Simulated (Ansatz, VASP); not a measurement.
AlNi3 in VASP and in Ansatz

```
Al Ni
1.0
     0.00000    2.80189    2.80189
     2.80189    0.00000    2.80189
     2.80189    2.80189    0.00000
Al Ni
1 3
Direct
  0.50892 0.49108 0.49108
  0.25000 0.25000 0.25000
  0.00000 0.00000 0.00000
  0.75000 0.75000 0.75000
```

Change from the starting cell: all Al atoms moved -0.050 Å, as atom 1 along Cartesian [1 0 0].

Alike in both runs: task single point; functional r2SCAN; k mesh 14 × 14 × 14; occupations gaussian, width 0.15 eV; no spin polarisation.

|  | VASP | Ansatz |
| --- | --- | --- |
| version | VASP 6.6.1 | Ansatz 0.2.0 |
| potentials or method | VASP PAW PBE potentials, release 64 (Al, Ni), cutoff 520 eV | scalar-relativistic, plane waves, PAW |
| valence electrons in the cell | 33 | 57 |

|  | VASP | Ansatz | Ansatz less VASP |
| --- | --- | --- | --- |
| gap on the k mesh at the Fermi level (eV) | none | none | - |
| pressure (GPa) | 0.3 | 0.2 | -0.12 |
| traceless stress, the component that is largest in VASP (GPa) | -0.06 | -0.06 | +0.001 |
| rms of the force components (eV/Å) | 0.160 | 0.159 | -0.0009 |

VASP's potentials were made for PBE, not for r2SCAN. Atom by atom the forces differ by 0.001 eV/Å (rms over components). A gap of «none» marks a metal or a gap that the smearing closes. With one functional, cell and mesh, what is left measures potentials, basis and numerics. VASP's potentials hold 33 valence electrons a cell and Ansatz's 57, so a difference there can come from the potentials and not from the codes.
